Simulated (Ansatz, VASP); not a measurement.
Two plane-wave programs on Al

```
Al
1.0
     1.63892   -4.92467    0.00000
     1.63892    4.92467    0.00000
     0.00000    0.00000    4.39238
Al
4
Direct
  0.13734 0.86266 0.99997
  0.63734 0.36266 0.50003
  0.86266 0.13734 0.00003
  0.36266 0.63734 0.49997
```

Alike in both runs: functional r2SCAN; k mesh 6 × 6 × 4; occupations gaussian, width 0.1 eV; no spin polarisation.

Ansatz relaxed the structure, and its values are those at the end. VASP's run is a single point on that final structure, the one shown.

|  | VASP | Ansatz |
| --- | --- | --- |
| version | VASP 6.6.1 | Ansatz 0.2.0 |
| potentials or method | VASP PAW PBE potentials, release 64 (Al), cutoff 520 eV | scalar-relativistic, plane waves, PAW |
| valence electrons in the cell | 12 | 12 |

|  | VASP | Ansatz | Ansatz less VASP |
| --- | --- | --- | --- |
| gap on the k mesh at the Fermi level (eV) | none | none | - |
| pressure (GPa) | -0.3 | 0.0 | +0.23 |
| rms of the force components (eV/Å) | 0.001 | 0.005 | +0.0041 |

VASP's potentials were made for PBE, not for r2SCAN. A gap of «none» marks a metal or a gap that the smearing closes.
